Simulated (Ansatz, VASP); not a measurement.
**Two plane-wave programs on Au**

```
Au
1.0
     2.88756    0.00000    0.00000
     0.00000    4.08362    0.00000
     0.00000    0.00000   21.77510
Au
5
Direct
  0.00000 0.00000 0.37142
  0.50000 0.50000 0.43035
  0.00000 0.00000 0.50000
  0.50000 0.50000 0.56965
  0.00000 0.00000 0.62858
```

Alike in both runs: functional PBEsol; k mesh 14 × 10 × 1; occupations fermi-dirac, width 0.08 eV; no spin polarisation.

Ansatz relaxed the structure, and its values are those at the end. VASP's run is a single point on that final structure, the one shown.

|  | VASP | Ansatz |
| --- | --- | --- |
| version | VASP 6.6.1 | Ansatz 0.2.0 |
| potentials or method | VASP PAW PBE potentials, release 64 (Au) | PAW with Ansatz's default frozen-core files, scalar-relativistic |
| plane-wave cutoff (eV) | 520 | 420 |
| valence electrons in the cell | 55 | 95 |

```csv
,VASP,Ansatz,Ansatz less VASP
rms of the force components (eV/Å),0.004,0.000,-0.0038
```

VASP's potentials were made for PBE, not for PBEsol. VASP's potentials hold 55 valence electrons a cell and Ansatz's 95, so a difference there can come from the potentials and not from the codes. Ansatz's warnings: stress scf threshold loose, xc potential rough in thin density.

Neither program's run includes spin-orbit coupling.
